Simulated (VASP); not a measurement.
# Se (Fd-3m) in VASP: single point with PBE

Aim: the single point of Se with PBE.

Everything below comes from runs of VASP 6.6.1. Logs are shortened: lines on timing, memory, paths and dates and some standing lists are left out, and cuts for length are marked.

## Step 1: The cell of the first run

It takes space group Fd-3m (No. 227, cubic). Conventional cell: a = 6.333 Å, b = 6.333 Å, c = 6.333 Å, α = 90.00°, β = 90.00°, γ = 90.00°. Se (site symmetry -43m) has 4 Se at 2.74 Å within 3.6 Å.

## Step 2: Single point, PBE

File INCAR:

```
PREC     = Accurate       # precision mode
ENCUT    = 500            # plane-wave cutoff, eV
EDIFF    = 1E-6           # SCF threshold, eV
ISMEAR   = -1             # smearing method
SIGMA    = 0.1            # smearing width, eV
LREAL    = False          # projectors in reciprocal space
LASPH    = True           # aspherical terms in the spheres
NELM     = 120            # most SCF steps
ALGO     = Normal         # electronic algorithm
ISIF     = 2              # what is computed and relaxed
LWAVE    = False          # write WAVECAR
LCHARG   = True           # write CHGCAR
GGA      = PE             # functional
LELF     = True           # ELF
LVHAR    = True         
NBANDS   = 13             # bands
GGA_COMPAT= False
```

File KPOINTS:

```
Automatic mesh
0
Gamma
  4 4 4
```

File POSCAR:

```
Se
1.0
   -3.1664636212      0.0000000000      3.1664636212
    0.0000000000      3.1664636212      3.1664636212
   -3.1664636212      3.1664636212      0.0000000000
Se
2
Direct
    0.0000000000      0.0000000000      0.0000000000
    0.2500000000      0.2500000000      0.2500000000
```

Potentials or basis: VASP PAW PBE potentials, release 64 (Se).

The run is started by

```sh
$ cat potpaw_PBE.64/Se/POTCAR > POTCAR
$ mpirun -np 1 vasp_std > vasp.out
```

OUTCAR:

```text
PREC = Accurate
   ENCUT = 500
   EDIFF = 1E-6
   ISMEAR = -1
   LREAL = False
   LASPH = True
   NELM = 120
   ISIF = 2
   GGA = PE

 ion  position               nearest neighbor table
   1  0.000  0.000  0.000-   2 2.74   2 2.74   2 2.74   2 2.74
   2  0.250  0.250  0.250-   1 2.74   1 2.74   1 2.74   1 2.74

  LATTYP: Found a face centered cubic cell.
 ALAT       =     6.3329272424

  Lattice vectors:

 A1 = (  -3.1664636212,   0.0000000000,   3.1664636212)
 A2 = (   0.0000000000,   3.1664636212,   3.1664636212)
 A3 = (  -3.1664636212,   3.1664636212,   0.0000000000)

Analysis of symmetry for initial positions (statically):
=====================================================================
 Subroutine PRICEL returns:
 Original cell was already a primitive cell.

 Routine SETGRP: Setting up the symmetry group for a
 face centered cubic supercell.

 Subroutine GETGRP returns: Found 48 space group operations
 (whereof 24 operations were pure point group operations)
 out of a pool of 48 trial point group operations.

The static configuration has the point symmetry T_d .
 The point group associated with its full space group is O_h .

Analysis of symmetry for dynamics (positions and initial velocities):
=====================================================================
 Subroutine PRICEL returns:
 Original cell was already a primitive cell.

 Routine SETGRP: Setting up the symmetry group for a
 face centered cubic supercell.

 Subroutine GETGRP returns: Found 48 space group operations
 (whereof 24 operations were pure point group operations)
 out of a pool of 48 trial point group operations.

The dynamic configuration has the point symmetry T_d .
 The point group associated with its full space group is O_h .

 Subroutine INISYM returns: Found 48 space group operations
 (whereof 24 operations are pure point group operations),
 and found     1 'primitive' translations

----------------------------------------------------------------------------------------

                                     Primitive cell

  volume of cell :      63.4970

  direct lattice vectors                    reciprocal lattice vectors
    -3.166463621  0.000000000  3.166463621    -0.157904862 -0.157904862  0.157904862
     0.000000000  3.166463621  3.166463621     0.157904862  0.157904862  0.157904862
    -3.166463621  3.166463621  0.000000000    -0.157904862  0.157904862 -0.157904862

  length of vectors
     4.478055798  4.478055798  4.478055798     0.273499243  0.273499243  0.273499243

  position of ions in fractional coordinates (direct lattice)
     0.000000000  0.000000000  0.000000000
     0.250000000  0.250000000  0.250000000

  ion indices of the primitive-cell ions
   primitive index   ion index
                 1           1
                 2           2

----------------------------------------------------------------------------------------

 KPOINTS: Automatic mesh

Automatic generation of k-mesh.
 Grid dimensions read from file:
 generate k-points for:    4    4    4

 Generating k-lattice:

  Cartesian coordinates                     Fractional coordinates (reciprocal lattice)
    -0.039476215 -0.039476215  0.039476215     0.250000000  0.000000000  0.000000000
     0.039476215  0.039476215  0.039476215     0.000000000  0.250000000  0.000000000
    -0.039476215  0.039476215 -0.039476215     0.000000000  0.000000000  0.250000000

  Length of vectors
     0.068374811  0.068374811  0.068374811

  Shift w.r.t. Gamma in fractional coordinates (k-lattice)
     0.000000000  0.000000000  0.000000000

 Subroutine IBZKPT returns following result:
 ===========================================

 Found      8 irreducible k-points:

 Following reciprocal coordinates:
            Coordinates               Weight
  0.000000  0.000000  0.000000      1.000000
  0.250000  0.000000  0.000000      8.000000
  0.500000  0.000000  0.000000      4.000000
  0.250000  0.250000  0.000000      6.000000
  0.500000  0.250000  0.000000     24.000000
 -0.250000  0.250000  0.000000     12.000000
  0.500000  0.500000  0.000000      3.000000
 -0.250000  0.500000  0.250000      6.000000
   k-points           NKPTS =      8   k-points in BZ     NKDIM =      8   number of bands    NBANDS=     13
   number of dos      NEDOS =    301   number of ions     NIONS =      2
   total plane-waves  NPLWV =  46656
   dimension x,y,z NGX =    36 NGY =   36 NGZ =   36
   dimension x,y,z NGXF=    72 NGYF=   72 NGZF=   72
   ions per type =               2
   NGX,Y,Z   is equivalent  to a cutoff of  13.36, 13.36, 13.36 a.u.
   NGXF,Y,Z  is equivalent  to a cutoff of  26.73, 26.73, 26.73 a.u.
 SYSTEM =  unknown system
   PREC   = accura    normal or accurate (medium, high low for compatibility)
   ISTART =      0    job   : 0-new  1-cont  2-samecut
   ICHARG =      2    charge: 1-file 2-atom 10-const
   ISPIN  =      1    spin polarized calculation?
   LNONCOLLINEAR =      F non collinear calculations
   LSORBIT =      F    spin-orbit coupling
   LASPH  =      T    aspherical Exc in radial PAW
   ENCUT  =  500.0 eV  36.75 Ry    6.06 a.u.   8.16  8.16  8.16*2*pi/ulx,y,z
   NELM   =    120;   NELMIN=  2; NELMDL= -5     # of ELM steps
   EDIFF  = 0.1E-05   stopping-criterion for ELM
   LREAL  =      F    real-space projection
   EDIFFG = 0.1E-04   stopping-criterion for IOM
   NSW    =      0    number of steps for IOM
   IBRION =     -1    ionic relax: 0-MD 1-quasi-New 2-CG
   NFREE  =      0    steps in history (QN), initial steepest desc. (CG)
   ISIF   =      2    stress and relaxation
   ISYM   =      2    0-nonsym 1-usesym 2-fastsym
   POTIM  = 0.5000    time-step for ionic-motion
   TEBEG  =    0.0;   TEEND  =   0.0 temperature during run
   PSTRESS=    0.0 pullay stress
   NELECT =      12.0000    total number of electrons
   NUPDOWN=      -1.0000    fix difference up-down
   EMIN   =  10.00;   EMAX   =-10.00  energy-range for DOS
   EFERMI =   0.00;   METHOD = LEGACY
   ISMEAR =    -1;   SIGMA  =   0.10  broadening in eV -4-tet -1-fermi 0-gaus
   EFERMI_NEDOS =   21; number of points for ismear=-14 and -15
   IALGO  =     38    algorithm
   IMIX   =      4    mixing-type and parameters
     AMIX     =   0.40;   BMIX     =  1.00
     AMIX_MAG =   1.60;   BMIX_MAG =  1.00
  volume/ion in A,a.u.               =      31.75       214.25
  Fermi-wavevector in a.u.,A,eV,Ry     =   0.939473  1.775346 12.008619  0.882609
  Thomas-Fermi vector in A             =   2.066788
   LORBIT       =      0    0 simple, 1 ext, 2 COOP (PROOUT), +10 PAW based schemes
   GGA     = PE    functional components
   LHFCALC =     F    Hartree Fock is set to
   AEXX    =    0.0000 exact exchange contribution
   IVDW    =     0    specifies the selected vdW correction
   LEPSILON=     F    determine dielectric tensor
   LRPA    =     F    only Hartree local field effects (RPA)
 non-spin polarized calculation
  energy-cutoff  :      500.00
  volume of cell :       63.50
 maximum number of plane-waves:      1639
 NGX is ok and might be reduce to    36
   NGX = 17   NGY = 17   NGZ = 17

 number of electron      11.9999999 magnetization

 Free energy of the ion-electron system (eV)
  ---------------------------------------------------
  ext. energy  EPLUGINS =         0.00000000
  ---------------------------------------------------
  free energy    TOTEN  =        -5.96463787 eV

  energy without entropy =       -5.89370066  energy(sigma->0) =       -5.92916927

 E-fermi :   2.0379     XC(G=0):  -8.1362

 val. band max:        2.0221918075   @ k =  -0.2500   0.2500   0.0000
 cond. band min:       2.1647195570   @ k =   0.2500   0.0000   0.0000
 fundamental gap:      0.1425277496
 Fermi energy:         2.0378689062

 k-point     1 :       0.0000    0.0000    0.0000
  band No.  band energies     occupation
      1     -13.2127      2.00000
      2      -8.2382      2.00000
      3      -1.3639      2.00000
      4      -1.3639      2.00000
      5      -1.3639      2.00000
      6       1.2719      1.99906
      7       1.2719      1.99906
      8       1.2719      1.99906
      9       6.4390      0.00000
     10       9.6836      0.00000
     11       9.6836      0.00000
     12      11.5850      0.00000
     13      11.5850      0.00000

 k-point     2 :       0.2500    0.0000    0.0000
  band No.  band energies     occupation
      1     -12.8324      2.00000
      2      -9.0749      2.00000
      3      -1.7623      2.00000
      4      -1.7623      2.00000
      5      -1.6765      2.00000
      6       1.8821      1.65202
      7       1.8821      1.65202
      8       2.1647      0.43903
      9       7.8702      0.00000
     10       9.0832      0.00000
     11       9.0832      0.00000
     12      10.8227      0.00000
     13      13.6210      0.00000

 k-point     3 :       0.5000    0.0000    0.0000
  band No.  band energies     occupation
      1     -12.2531      2.00000
      2     -10.0451      2.00000
      3      -2.0531      2.00000
      4      -2.0531      2.00000
      5      -2.0391      2.00000
      6       2.3252      0.10697
      7       2.3252      0.10697
      8       3.6463      0.00000
      9       8.9118      0.00000
     10       8.9449      0.00000
     11      10.0104      0.00000
     12      10.0104      0.00000
     13      11.7351      0.00000
[... 49 lines left out ...]
 k-point     7 :       0.5000    0.5000    0.0000
  band No.  band energies     occupation
      1     -11.2327      2.00000
      2     -11.2327      2.00000
      3      -2.8086      2.00000
      4      -2.8086      2.00000
      5       0.1082      2.00000
      6       0.1082      2.00000
      7       4.1383      0.00000
      8       4.1383      0.00000
      9       8.2455      0.00000
     10       8.2455      0.00000
     11      11.7999      0.00000
     12      11.7999      0.00000
     13      13.1466      0.00000

 k-point     8 :      -0.2500    0.5000    0.2500
  band No.  band energies     occupation
      1     -11.2284      2.00000
      2     -11.2284      2.00000
      3      -3.0307      2.00000
      4      -3.0307      2.00000
      5       0.8530      1.99999
      6       0.8530      1.99999
      7       3.4778      0.00000
      8       3.4778      0.00000
      9       8.0054      0.00000
     10       8.0054      0.00000
     11      11.4602      0.00000
     12      11.4602      0.00000
     13      14.9096      0.00000

------------------------ aborting loop because EDIFF is reached ----------------------------------------

  FORCE on cell =-STRESS in cart. coord.  units (eV):
  Direction    XX          YY          ZZ          XY          YZ          ZX
  --------------------------------------------------------------------------------------
  -------------------------------------------------------------------------------------
  Total        0.1645381      0.1645381      0.1645381      0.0000000      0.0000000      0.0000000
  in kB        4.1516778      4.1516778      4.1516778      0.0000000      0.0000000      0.0000000
  external PRESSURE =       4.1516778 kB  Pullay stress =       0.0000000 kB

 VOLUME and BASIS-vectors are now :
 -----------------------------------------------------------------------------
  energy-cutoff  :      500.00
  volume of cell :       63.50
      direct lattice vectors                 reciprocal lattice vectors
    -3.166463621  0.000000000  3.166463621    -0.157904862 -0.157904862  0.157904862
     0.000000000  3.166463621  3.166463621     0.157904862  0.157904862  0.157904862
    -3.166463621  3.166463621  0.000000000    -0.157904862  0.157904862 -0.157904862

 POSITION                                       TOTAL-FORCE (eV/Angst)
 -----------------------------------------------------------------------------------
      0.00000      0.00000      0.00000         0.000000     -0.000000     -0.000000
     -1.58323      1.58323      1.58323        -0.000000      0.000000      0.000000
 -----------------------------------------------------------------------------------
    total drift:                               -0.000000      0.000000      0.000000

  FREE ENERGIE OF THE ION-ELECTRON SYSTEM (eV)
  ---------------------------------------------------
  free  energy   TOTEN  =        -5.9646378733 eV

  energy  without entropy=       -5.8937006577  energy(sigma->0) =       -5.92916927
```

Wall time 9.1 s (1 thread of Intel Xeon Platinum 8488C (Sapphire Rapids), shared host); peak memory 0.19 GiB.

Results:

| Property | Result |
| --- | --- |
| Free energy | -5.9646 eV |
| Pressure | 0.4 GPa |
| Band gap on the k mesh | zero (band 6 reaches 2.33 eV, above the bottom of band 7 at 1.27 eV) |

Levels at points of the mesh, in eV from the Fermi level:
```tsv
k point	band 4	band 5	band 6	band 7	band 8	band 9
(0.00, 0.00, 0.00)	-3.40	-3.40	-0.77	-0.77	-0.77	4.40
(0.50, 0.00, 0.00)	-4.09	-4.08	0.29	0.29	1.61	6.87
(0.50, 0.50, 0.00)	-4.85	-1.93	-1.93	2.10	2.10	6.21
```

Caveat: the k points lie up to 0.43 Å⁻¹ apart.
